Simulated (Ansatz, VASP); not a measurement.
**Two plane-wave programs on Si4O7**

```xyz
11
Lattice="5.0281 0.0000 0.0000 0.0000 5.0281 0.0000 0.0000 0.0000 7.0089" Properties=species:S:1:pos:R:3 pbc="T T T"
Si    1.4987    1.4987    0.0000
Si    1.0153    4.0127    1.7522
Si    3.5294    3.5294    3.5044
Si    4.0127    1.0153    5.2567
O     2.0014    3.7186    3.0024
O     3.8235    4.5154    4.7547
O     3.0267    1.3095    6.5069
O     3.7186    2.0014    4.0064
O     4.5154    3.8235    2.2542
O     1.1279    1.0212    1.7969
O     0.5126    1.2045    5.7587
```

Change from the starting cell: O vacancy; atom 10 moved 0.875 of the way to it and +0.675 Å across, host rigid.

Alike in both runs: task single point; functional PBEsol; k mesh 4 × 4 × 4; occupations gaussian, width 0.05 eV; no spin polarisation.

|  | VASP | Ansatz |
| --- | --- | --- |
| version | VASP 6.6.1 | Ansatz 0.2.0 |
| potentials or method | VASP PAW PBE potentials, release 64 (Si, O), cutoff 520 eV | scalar-relativistic, plane waves, PAW |
| valence electrons in the cell | 58 | 58 |

|  | VASP | Ansatz | Ansatz less VASP |
| --- | --- | --- | --- |
| gap on the k mesh at the Fermi level (eV) | 1.95 | 1.96 | +0.005 |
| least direct gap on the mesh (eV) | 1.99 | 1.99 | +0.004 |
| pressure (GPa) | -5.1 | -5.4 | -0.36 |
| traceless stress, the component that is largest in VASP (GPa) | 6.31 | 6.18 | -0.133 |
| rms of the force components (eV/Å) | 1.371 | 1.370 | -0.0009 |

VASP's potentials were made for PBE, not for PBEsol, and Ansatz warns of the same on its side. Atom by atom the forces differ by 0.022 eV/Å (rms over components).
